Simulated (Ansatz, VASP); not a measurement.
## C: VASP beside Ansatz

The input INCAR:

```
SYSTEM = C
  ALGO = Normal
  EDIFF = 1E-6
  ENCUT = 520
  GGA = PS
  ISIF = 2
  ISMEAR = 0
  IVDW = 12
  LASPH = .TRUE.
  LCHARG = .TRUE.
  LELF = .TRUE.
  LREAL = .FALSE.
  LVHAR = .TRUE.
  LWAVE = .FALSE.
  NBANDS = 11
  NELM = 60
  PREC = Accurate
  SIGMA = 0.03
```

The input KPOINTS:

```
k-points
0
G
  16 16 16
  0 0 0
```

Contents of POSCAR:

```
C
1.0
    0.0000000000      2.1088861730      3.2945337322
    1.2183718732      0.0000000000      3.2945337322
    1.2183718732      2.1088861730      0.0000000000
C
2
Direct
    0.1549584640      0.8450415360      0.1549584640
    0.8450415360      0.1549584640      0.8450415360
```

Input for Ansatz:

```yaml
crystal:
  lattice:
    - [0.0, 2.108886173, 3.2945337322]
    - [1.2183718732, 0.0, 3.2945337322]
    - [1.2183718732, 2.108886173, 0.0]
  atoms:
    - { symbol: C, position: [0.154958464, 0.845041536, 0.154958464] }
    - { symbol: C, position: [0.845041536, 0.154958464, 0.845041536] }
basis:
  ecutwfc: 520.0
kpoints:
  mp_grid: { grid: [16, 16, 16] }
hamiltonian:
  xc: pbesol
  pseudopotentials: { kind: paw, azcp: { folder: soft_1 } }
  dispersion: d3bj
scf:
  occupations: { method: gaussian, width: 0.03 }
output:
  forces: true
  stress: true
  eigenvalues: true
```

Alike in both runs: task single point; functional PBEsol; dispersion D3(BJ); k mesh 16 × 16 × 16; occupations gaussian, width 0.03 eV; no spin polarisation.

```csv
,VASP,Ansatz
version,VASP 6.6.1,Ansatz 0.2.0
potentials or method,"VASP PAW PBE potentials, release 64 (C), cutoff 520 eV","scalar-relativistic, plane waves, PAW"
valence electrons in the cell,8,8
```

Ansatz gave:

* gap on the k mesh at the Fermi level (eV): none
* pressure (GPa): 14.0
* traceless stress, the component that is largest in VASP (GPa): 23.04
* rms of the force components (eV/Å): 3.781

Q: Which values does VASP return?

A: gap on the k mesh at the Fermi level (eV): none; pressure (GPa): 14.7; traceless stress, the component that is largest in VASP (GPa): 23.69; rms of the force components (eV/Å): 3.792.

VASP's potentials were made for PBE, not for PBEsol, and Ansatz warns of the same on its side. Atom by atom the forces differ by 0.010 eV/Å (rms over components). A gap of «none» marks a metal or a gap that the smearing closes.
